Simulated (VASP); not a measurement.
# LaHg2 (P6/mmm) in VASP: notebook

The runs below take LaHg2 through single point, with LDA.

Program: VASP 6.6.1. These are calculated values, not measurements. Logs are shortened: lines on timing, memory, paths and dates and some standing lists are left out, and cuts for length are marked.

### Step 1. The cell of the first run

Symmetry: P6/mmm, No. 191, hexagonal system. The conventional cell has a = 4.958 Å, b = 4.958 Å, c = 3.676 Å, α = 90.00°, β = 90.00°, γ = 120.00°. Within 4.5 Å of La (site symmetry 6/mmm) lie 12 Hg at 3.40 Å and 2 La at 3.68 Å. Within 3.8 Å of Hg (site symmetry -6m2) lie 5 Hg at 2.86 to 3.68 Å and 6 La at 3.40 Å.

### Step 2. Single point, LDA (zz strain of +1 %)

INCAR

```
ALGO = Normal
EDIFF = 1E-6
ENCUT = 520
GGA = CA
ISIF = 2
ISMEAR = -1
LASPH = True
LCHARG = False
LREAL = False
LWAVE = False
NBANDS = 24
NELM = 100
PREC = Accurate
SIGMA = 0.08
```

KPOINTS

```
k-points
0
Gamma
  8 8 9
```

POSCAR

```
LaHg2
1.0
    4.9579982887      0.0000000000      0.0000000000
   -2.4789991444      4.2937524700      0.0000000000
    0.0000000000      0.0000000000      3.6764000000
La Hg
1 2
Direct
    0.0000000000      0.0000000000      0.0000000000
    0.3333333333      0.6666666667      0.5000000000
    0.6666666667      0.3333333333      0.5000000000
```

Potentials or basis: VASP PAW LDA potentials, release 64 (La, Hg).

The run is started by

```bash
$ cat potpaw_LDA.64/La/POTCAR potpaw_LDA.64/Hg/POTCAR > POTCAR
$ mpirun -np 1 vasp_std > vasp.out
```

OUTCAR:

```text
EDIFF = 1E-6
   ENCUT = 520
   GGA = CA
   ISIF = 2
   ISMEAR = -1
   LASPH = True
   LREAL = False
   NELM = 100
   PREC = Accurate

 ion  position               nearest neighbor table
   1  0.000  0.000  0.000-   2 3.40   3 3.40   2 3.40   3 3.40   3 3.40   3 3.40   2 3.40   2 3.40
                             3 3.40   3 3.40   2 3.40   2 3.40
   2  0.333  0.667  0.500-   3 2.86   3 2.86   3 2.86   1 3.40   1 3.40   1 3.40   1 3.40   1 3.40
                             1 3.40
   3  0.667  0.333  0.500-   2 2.86   2 2.86   2 2.86   1 3.40   1 3.40   1 3.40   1 3.40   1 3.40
                             1 3.40

  LATTYP: Found a hexagonal cell.
 ALAT       =     4.9579982887
 C/A-ratio  =     0.7415089288

  Lattice vectors:

 A1 = (   4.9579982887,   0.0000000000,   0.0000000000)
 A2 = (  -2.4789991444,   4.2937524700,   0.0000000000)
 A3 = (   0.0000000000,   0.0000000000,   3.6764000000)

Analysis of symmetry for initial positions (statically):
=====================================================================
 Subroutine PRICEL returns:
 Original cell was already a primitive cell.

 Routine SETGRP: Setting up the symmetry group for a
 hexagonal supercell.

 Subroutine GETGRP returns: Found 24 space group operations
 (whereof 24 operations were pure point group operations)
 out of a pool of 24 trial point group operations.

The static configuration has the point symmetry D_6h.

Analysis of symmetry for dynamics (positions and initial velocities):
=====================================================================
 Subroutine PRICEL returns:
 Original cell was already a primitive cell.

 Routine SETGRP: Setting up the symmetry group for a
 hexagonal supercell.

 Subroutine GETGRP returns: Found 24 space group operations
 (whereof 24 operations were pure point group operations)
 out of a pool of 24 trial point group operations.

The dynamic configuration has the point symmetry D_6h.

 Subroutine INISYM returns: Found 24 space group operations
 (whereof 24 operations are pure point group operations),
 and found     1 'primitive' translations

----------------------------------------------------------------------------------------

                                     Primitive cell

  volume of cell :      78.2647

[... 80 lines left out ...]
 SYSTEM =  unknown system
   PREC   = accura    normal or accurate (medium, high low for compatibility)
   ISTART =      0    job   : 0-new  1-cont  2-samecut
   ICHARG =      2    charge: 1-file 2-atom 10-const
   ISPIN  =      1    spin polarized calculation?
   LNONCOLLINEAR =      F non collinear calculations
   LSORBIT =      F    spin-orbit coupling
   LASPH  =      T    aspherical Exc in radial PAW
   ENCUT  =  520.0 eV  38.22 Ry    6.18 a.u.   9.22  9.22  6.84*2*pi/ulx,y,z
   NELM   =    100;   NELMIN=  2; NELMDL= -5     # of ELM steps
   EDIFF  = 0.1E-05   stopping-criterion for ELM
   LREAL  =      F    real-space projection
   EDIFFG = 0.1E-04   stopping-criterion for IOM
   NSW    =      0    number of steps for IOM
   IBRION =     -1    ionic relax: 0-MD 1-quasi-New 2-CG
   NFREE  =      0    steps in history (QN), initial steepest desc. (CG)
   ISIF   =      2    stress and relaxation
   ISYM   =      2    0-nonsym 1-usesym 2-fastsym
   POTIM  = 0.5000    time-step for ionic-motion
   TEBEG  =    0.0;   TEEND  =   0.0 temperature during run
   PSTRESS=    0.0 pullay stress
   NELECT =      35.0000    total number of electrons
   NUPDOWN=      -1.0000    fix difference up-down
   EMIN   =  10.00;   EMAX   =-10.00  energy-range for DOS
   EFERMI =   0.00;   METHOD = LEGACY
   ISMEAR =    -1;   SIGMA  =   0.08  broadening in eV -4-tet -1-fermi 0-gaus
   EFERMI_NEDOS =   21; number of points for ismear=-14 and -15
   IALGO  =     38    algorithm
   IMIX   =      4    mixing-type and parameters
     AMIX     =   0.40;   BMIX     =  1.00
     AMIX_MAG =   1.60;   BMIX_MAG =  1.00
  volume/ion in A,a.u.               =      26.09       176.05
  Fermi-wavevector in a.u.,A,eV,Ry     =   1.251917  2.365780 21.324352  1.567296
  Thomas-Fermi vector in A             =   2.385842
   LORBIT       =      0    0 simple, 1 ext, 2 COOP (PROOUT), +10 PAW based schemes
   GGA     = CA    functional components
   LHFCALC =     F    Hartree Fock is set to
   AEXX    =    0.0000 exact exchange contribution
   IVDW    =     0    specifies the selected vdW correction
   LEPSILON=     F    determine dielectric tensor
   LRPA    =     F    only Hartree local field effects (RPA)
 non-spin polarized calculation
  energy-cutoff  :      520.00
  volume of cell :       78.26
 maximum number of plane-waves:      2137
 NGX is ok and might be reduce to    40
   NGX = 19   NGY = 19   NGZ = 13

 number of electron      35.0000000 magnetization

 Free energy of the ion-electron system (eV)
  ---------------------------------------------------
  ext. energy  EPLUGINS =         0.00000000
  ---------------------------------------------------
  free energy    TOTEN  =        -9.33264257 eV

  energy without entropy =       -9.27819178  energy(sigma->0) =       -9.30541718

 E-fermi :   5.7048     XC(G=0): -10.9004

 val. band max:        5.7001066542   @ k =   0.2500   0.1250   0.3333
 cond. band min:       5.7400441573   @ k =   0.3750   0.2500   0.3333
 fundamental gap:      0.0399375031
 Fermi energy:         5.7047566789

 k-point     1 :       0.0000    0.0000    0.0000
  band No.  band energies     occupation
      1     -27.2587      2.00000
      2     -11.0170      2.00000
      3     -11.0170      2.00000
      4     -10.6000      2.00000
      5      -2.8904      2.00000
      6      -2.0219      2.00000
[... 637 lines left out ...]
     23       7.2780      0.00000
     24       7.3152      0.00000

 [... further k-points ...]
[... 5 lines left out ...]
  --------------------------------------------------------------------------------------
  -------------------------------------------------------------------------------------
  Total       -1.2366075     -1.2366075     -1.9053900      0.0000000     -0.0000000      0.0000000
  in kB      -25.3149073    -25.3149073    -39.0057227      0.0000000     -0.0000000      0.0000000
  external PRESSURE =     -29.8785124 kB  Pullay stress =       0.0000000 kB

 VOLUME and BASIS-vectors are now :
 -----------------------------------------------------------------------------
  energy-cutoff  :      520.00
  volume of cell :       78.26
      direct lattice vectors                 reciprocal lattice vectors
     4.957998289  0.000000000  0.000000000     0.201694301  0.116448259  0.000000000
    -2.478999144  4.293752470  0.000000000     0.000000000  0.232896518  0.000000000
     0.000000000  0.000000000  3.676400000     0.000000000  0.000000000  0.272005223

 POSITION                                       TOTAL-FORCE (eV/Angst)
 -----------------------------------------------------------------------------------
      0.00000      0.00000      0.00000         0.000000      0.000000     -0.000000
     -0.00000      2.86250      1.83820        -0.000000      0.000000     -0.000000
      2.47900      1.43125      1.83820         0.000000     -0.000000      0.000000
 -----------------------------------------------------------------------------------
    total drift:                                0.000000     -0.000000      0.000000

  FREE ENERGIE OF THE ION-ELECTRON SYSTEM (eV)
  ---------------------------------------------------
  free  energy   TOTEN  =        -9.3326425731 eV

  energy  without entropy=       -9.2781917810  energy(sigma->0) =       -9.30541718
```

OSZICAR:

```text
N       E                     dE             d eps       ncg     rms          rms(c)
DAV:   1     0.304343122299E+03    0.30434E+03   -0.14760E+04  2536   0.209E+03
DAV:   2     0.327544965011E+02   -0.27159E+03   -0.23688E+03  2848   0.336E+02
DAV:   3    -0.722895323871E+01   -0.39983E+02   -0.38632E+02  3288   0.137E+02
DAV:   4    -0.102688409786E+02   -0.30399E+01   -0.27578E+01  4152   0.309E+01
DAV:   5    -0.103810703751E+02   -0.11223E+00   -0.11128E+00  3056   0.572E+00    0.643E+00
DAV:   6    -0.940437416056E+01    0.97670E+00   -0.92054E+00  4144   0.229E+01    0.540E+00
DAV:   7    -0.936023253230E+01    0.44142E-01   -0.50361E-01  3664   0.735E+00    0.309E+00
DAV:   8    -0.934044581797E+01    0.19787E-01   -0.22801E-01  3552   0.295E+00    0.387E-01
DAV:   9    -0.933495640244E+01    0.54894E-02   -0.18969E-02  4040   0.100E+00    0.233E-01
DAV:  10    -0.933262151453E+01    0.23349E-02   -0.13768E-02  3488   0.729E-01    0.467E-02
DAV:  11    -0.933264144680E+01   -0.19932E-04   -0.50485E-04  3792   0.145E-01    0.239E-02
DAV:  12    -0.933264823473E+01   -0.67879E-05   -0.77218E-05  4000   0.584E-02    0.133E-02
DAV:  13    -0.933264255655E+01    0.56782E-05   -0.30115E-05  3560   0.391E-02    0.185E-03
DAV:  14    -0.933264257308E+01   -0.16531E-07   -0.13718E-06  2184   0.751E-03
   1 F= -.93326426E+01 E0= -.93054172E+01  d E =-.544508E-01
```

It took 74 s on 1 thread of Intel Xeon Platinum 8488C (Sapphire Rapids), shared host; peak memory 0.24 GiB.

Results:

```yaml
Free_energy: -9.3326 eV
Pressure: -3.0 GPa
```

Caveat: the cell differs from its parent crystal (zz strain of +1 %); spin-orbit coupling is left out, which moves the levels of the heavy elements.

(Continued in part 2 of 2.)
